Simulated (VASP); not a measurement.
# La (P6_3/mmc) in VASP: a series of runs, part 2 of 2

VASP 6.6.1. Earlier steps stand in the parts before.

**3. Single point, PBE**

This run uses another cell than the first one, of 36.94 Å³/atom.

INCAR reads:

```
  PREC = Accurate
  ENCUT = 520
  EDIFF = 1E-6
  ISMEAR = 0
  SIGMA = 0.1
  LREAL = False
  LASPH = True
  NELM = 100
  ALGO = Fast
  ISIF = 2
  LWAVE = False
  LCHARG = True
  GGA = PE
  LELF = True
  LVHAR = True
  NBANDS = 42
```

KPOINTS reads:

```
regular mesh
0
Gamma
  12 12 2
```

POSCAR reads:

```
La
1.0
    3.7458268777      0.0000000000      0.0000000000
   -1.8729134389      3.2439812343      0.0000000000
    0.0000000000      0.0000000000     18.2414566463
La
6
Direct
    0.6666666667      0.3333333333      0.9179508149
    0.0000000000      0.0000000000      0.2500000000
    0.6666666667      0.3333333333      0.5820491851
    0.3333333333      0.6666666667      0.4179508149
    0.0000000000      0.0000000000      0.7500000000
    0.3333333333      0.6666666667      0.0820491851
```

Potentials or basis: VASP PAW PBE potentials, release 64 (La).

Run with:

```
$ cat potpaw_PBE.64/La/POTCAR > POTCAR
$ mpirun -np 1 vasp_std > vasp.out
```

OUTCAR:

```text
PREC = Accurate
   ENCUT = 520
   EDIFF = 1E-6
   ISMEAR = 0
   LREAL = False
   LASPH = True
   NELM = 100
   ISIF = 2
   GGA = PE

 ion  position               nearest neighbor table
   1  0.667  0.333  0.918-
   2  0.000  0.000  0.250-
   3  0.667  0.333  0.582-
   4  0.333  0.667  0.418-
   5  0.000  0.000  0.750-
   6  0.333  0.667  0.082-

  LATTYP: Found a hexagonal cell.
 ALAT       =     3.7458268777
 C/A-ratio  =     4.8698077199

  Lattice vectors:

 A1 = (   3.7458268777,   0.0000000000,   0.0000000000)
 A2 = (  -1.8729134389,   3.2439812343,   0.0000000000)
 A3 = (   0.0000000000,   0.0000000000,  18.2414566463)

Analysis of symmetry for initial positions (statically):
=====================================================================
 Subroutine PRICEL returns:
 Original cell was already a primitive cell.

 Routine SETGRP: Setting up the symmetry group for a
 hexagonal supercell.

 Subroutine GETGRP returns: Found 24 space group operations
 (whereof 12 operations were pure point group operations)
 out of a pool of 24 trial point group operations.

The static configuration has the point symmetry D_3d.
 The point group associated with its full space group is D_6h.

Analysis of symmetry for dynamics (positions and initial velocities):
=====================================================================
 Subroutine PRICEL returns:
 Original cell was already a primitive cell.

 Routine SETGRP: Setting up the symmetry group for a
 hexagonal supercell.

 Subroutine GETGRP returns: Found 24 space group operations
 (whereof 12 operations were pure point group operations)
 out of a pool of 24 trial point group operations.

The dynamic configuration has the point symmetry D_3d.
[... 126 lines left out ...]
   IMIX   =      4    mixing-type and parameters
     AMIX     =   0.40;   BMIX     =  1.00
     AMIX_MAG =   1.60;   BMIX_MAG =  1.00
  volume/ion in A,a.u.               =      36.94       249.30
  Fermi-wavevector in a.u.,A,eV,Ry     =   1.093187  2.065823 16.259736  1.195057
  Thomas-Fermi vector in A             =   2.229467
   LORBIT       =      0    0 simple, 1 ext, 2 COOP (PROOUT), +10 PAW based schemes
   GGA     = PE    functional components
   LHFCALC =     F    Hartree Fock is set to
   AEXX    =    0.0000 exact exchange contribution
   IVDW    =     0    specifies the selected vdW correction
   LEPSILON=     F    determine dielectric tensor
   LRPA    =     F    only Hartree local field effects (RPA)
 non-spin polarized calculation
 RMM-DIIS sequential band-by-band and
 Gauss-broadening in eV      SIGMA  =   0.10
  energy-cutoff  :      520.00
  volume of cell :      221.66
 maximum number of plane-waves:      6014
 NGX is ok and might be reduce to    28
   NGX = 13   NGY = 13   NGZ = 67

 number of electron      66.0000002 magnetization

 Free energy of the ion-electron system (eV)
  ---------------------------------------------------
  ext. energy  EPLUGINS =         0.00000000
  ---------------------------------------------------
  free energy    TOTEN  =       -29.32504138 eV

  energy without entropy =      -29.26886010  energy(sigma->0) =      -29.29695074

 E-fermi :   7.9053     XC(G=0):  -9.5818

 val. band max:        7.9020016671   @ k =   0.1667  -0.0000   0.0000
 cond. band min:       7.9061918864   @ k =   0.3333   0.2500   0.5000
 fundamental gap:      0.0041902192
 Fermi energy:         7.9052545970

 k-point     1 :       0.0000    0.0000    0.0000
  band No.  band energies     occupation
      1     -24.9474      2.00000
      2     -24.9110      2.00000
      3     -24.8821      2.00000
      4     -24.8120      2.00000
      5     -24.7676      2.00000
      6     -24.7339      2.00000
[... 1069 lines left out ...]
     41       9.3972      0.00000
     42       9.6931      0.00000

 [... further k-points ...]

------------------------ aborting loop because EDIFF is reached ----------------------------------------

  FORCE on cell =-STRESS in cart. coord.  units (eV):
  Direction    XX          YY          ZZ          XY          YZ          ZX
  --------------------------------------------------------------------------------------
  -------------------------------------------------------------------------------------
  Total        0.1048010      0.1048010      0.0947865     -0.0000000      0.0000000      0.0000000
  in kB        0.7575139      0.7575139      0.6851277     -0.0000000      0.0000000      0.0000000
  external PRESSURE =       0.7333852 kB  Pullay stress =       0.0000000 kB

 VOLUME and BASIS-vectors are now :
 -----------------------------------------------------------------------------
  energy-cutoff  :      520.00
  volume of cell :      221.66
      direct lattice vectors                 reciprocal lattice vectors
     3.745826878  0.000000000  0.000000000     0.266963753  0.154131594  0.000000000
    -1.872913439  3.243981234  0.000000000     0.000000000  0.308263189  0.000000000
     0.000000000  0.000000000 18.241456646     0.000000000  0.000000000  0.054820183

 POSITION                                       TOTAL-FORCE (eV/Angst)
 -----------------------------------------------------------------------------------
      1.87291      1.08133     16.74476        -0.000000     -0.000000      0.001317
      0.00000      0.00000      4.56036        -0.000000      0.000000     -0.000000
      1.87291      1.08133     10.61742         0.000000     -0.000000     -0.001317
     -0.00000      2.16265      7.62403         0.000000      0.000000      0.001317
      0.00000      0.00000     13.68109         0.000000     -0.000000     -0.000000
     -0.00000      2.16265      1.49670        -0.000000      0.000000     -0.001317
 -----------------------------------------------------------------------------------
    total drift:                               -0.000000     -0.000000      0.000000

  FREE ENERGIE OF THE ION-ELECTRON SYSTEM (eV)
  ---------------------------------------------------
  free  energy   TOTEN  =       -29.3250413822 eV

  energy  without entropy=      -29.2688600972  energy(sigma->0) =      -29.29695074
```

OSZICAR:

```text
N       E                     dE             d eps       ncg     rms          rms(c)
DAV:   1     0.924016668948E+03    0.92402E+03   -0.21867E+04  3200   0.213E+03
DAV:   2     0.224278531258E+03   -0.69974E+03   -0.68196E+03  4704   0.444E+02
DAV:   3     0.640866651628E+01   -0.21787E+03   -0.21407E+03  5248   0.294E+02
[... 13 lines left out ...]
RMM:  58    -0.293250346398E+02   -0.98259E-06   -0.21665E-05  3690   0.289E-02    0.778E-03
RMM:  59    -0.293250364201E+02   -0.17803E-05   -0.16872E-05  3560   0.281E-02    0.821E-03
RMM:  60    -0.293250376934E+02   -0.12733E-05   -0.14230E-05  3399   0.236E-02    0.822E-03
RMM:  61    -0.293250408486E+02   -0.31552E-05   -0.13210E-05  3394   0.229E-02    0.134E-02
RMM:  62    -0.293250413822E+02   -0.53356E-06   -0.82514E-06  3260   0.188E-02
   1 F= -.29325041E+02 E0= -.29296951E+02  d E =-.561813E-01
```

stdout:

```text
POSCAR found type information on POSCAR La
 POSCAR found :  1 types and       6 ions
 scaLAPACK will be used
 LDA part: xc-table for (Slater+PW92), standard interpolation
 POSCAR, INCAR and KPOINTS ok, starting setup
 FFT: planning ... GRIDC
 FFT: planning ... GRID_SOFT
 FFT: planning ... GRID
 WAVECAR not read
 entering main loop
WARNING in EDDRMM: call to ZHEGV failed, returncode =   8  4     25
WARNING in EDDRMM: call to ZHEGV failed, returncode =   8  4     29
WARNING in EDDRMM: call to ZHEGV failed, returncode =   6  3     26
WARNING in EDDRMM: call to ZHEGV failed, returncode =   6  3     32
WARNING in EDDRMM: call to ZHEGV failed, returncode =   6  3     28
WARNING in EDDRMM: call to ZHEGV failed, returncode =   6  3     30
```

Run time: 20 min. Hardware: 1 thread of Intel Xeon 6975P-C (Granite Rapids), shared host; peak memory 0.5 GiB.

What came out:

```yaml
Free_energy: -29.3250 eV
Pressure: 0.1 GPa
Band_gap_on_the_k_mesh: zero (bands 33 and 34 overlap by 1.34 eV)
```

Levels at points of the mesh, in eV from the Fermi level:
```csv
k point,band 31,band 32,band 33,band 34,band 35,band 36
"(0.00, 0.00, 0.00)",0.52,0.70,1.01,1.03,1.31,1.34
"(0.50, 0.00, 0.00)",-1.04,-0.90,-0.50,0.33,0.41,0.50
"(0.00, 0.00, 0.50)",0.55,0.55,0.98,0.98,1.32,1.33
"(0.50, 0.00, 0.50)",-0.92,-0.92,-0.33,-0.33,0.72,0.72
```

Caveat: spin-orbit coupling is left out, which moves the levels of the heavy elements.

The gap in the log of VASP goes by the Fermi energy; the results here count the filled bands.